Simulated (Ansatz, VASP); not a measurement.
One calculation of NaCl, two programs

```
Na Cl
1.0
     0.00000    3.08727    3.08727
     3.08727    0.00000    3.08727
     3.08727    3.08727    0.00000
Na Cl
1 1
Direct
  0.00000 0.00000 0.00000
  0.25000 0.25000 0.25000
```

Alike in both runs: task single point; functional LDA; k mesh 8 × 8 × 8; no spin polarisation.

|  | VASP | Ansatz |
| --- | --- | --- |
| version | VASP 6.6.1 | Ansatz 0.2.0 |
| potentials or method | VASP PAW LDA potentials, release 64 (Na_pv, Cl) | plane waves, PAW |
| plane-wave cutoff (eV) | 520 | 420 |
| occupations | gaussian, width 0.01 eV | fixed |
| valence electrons in the cell | 14 | 16 |

```csv
,VASP,Ansatz,Ansatz less VASP
gap on the k mesh at the Fermi level (eV),4.55,4.54,-0.005
pressure (GPa),-1.3,-1.3,+0.01
```

LDA's correlation is that of Perdew and Zunger in VASP and of Perdew and Wang (1992) in Ansatz. VASP's potentials hold 14 valence electrons a cell and Ansatz's 16, so a difference there can come from the potentials and not from the codes.
